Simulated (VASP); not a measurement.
MgS: elastic constants with revPBE+D3(BJ)

MgS:

```
S Mg
1.0
     0.00000    2.60165    2.60165
     2.60165    0.00000    2.60165
     2.60165    2.60165    0.00000
S Mg
1 1
Direct
  0.50000 0.50000 0.50000
  0.00000 0.00000 0.00000
```

| Item | Value |
| --- | --- |
| Program | VASP 6.6.1 |
| Task | elastic constants |
| Functional | revPBE |
| Dispersion | D3(BJ) |
| Potentials or basis | VASP PAW PBE potentials, release 64 (S, Mg) |
| Cutoff | 600 eV |
| k mesh | 6 × 6 × 6 |
| Occupations | gaussian, width 0.01 eV |
| Spin | no spin polarisation |
| Dipole correction | no |
| Ions in elastic constants | relaxed |
| Further INCAR settings | ALGO = Normal; EDIFF = 1e-08; NBANDS = 11; IBRION = 6; POTIM = 0.015; NSW = 1; ISIF = 3 |

The elastic constants C11, C12, C44 are 146, 36, 55 GPa, the voigt bulk modulus is 73 GPa and the highest phonon frequency at Γ, LO-TO splitting left out is 238 cm⁻¹. The dispersion energy per atom is -0.697 eV.

Phonon frequencies in cm⁻¹ (negative: imaginary):
| q point | frequencies |
| --- | --- |
| (0.000, 0.000, 0.000) | 0 0 0 238 238 238 |

Elastic tensor in Voigt notation (GPa, in the Cartesian axes of the cell as first typed):
```
146  36  36   0   0   0
 36 146  36   0   0   0
 36  36 146   0   0   0
  0   0   0  55   0   0
  0   0   0   0  55   0
  0   0   0   0   0  55
```

Clamped-ion elastic tensor (GPa):
```
146  36  36   0   0   0
 36 146  36   0   0   0
 36  36 146   0   0   0
  0   0   0  55   0   0
  0   0   0   0  55   0
  0   0   0   0   0  55
```

Wall time 8.8 min on 1 thread of AMD EPYC 7R13, on a shared host, peak memory 0.19 GiB.

Caveat: the cell is under stress, which shifts elastic constants; the PAW data sets were made with another functional, which shifts forces and pressure a little.
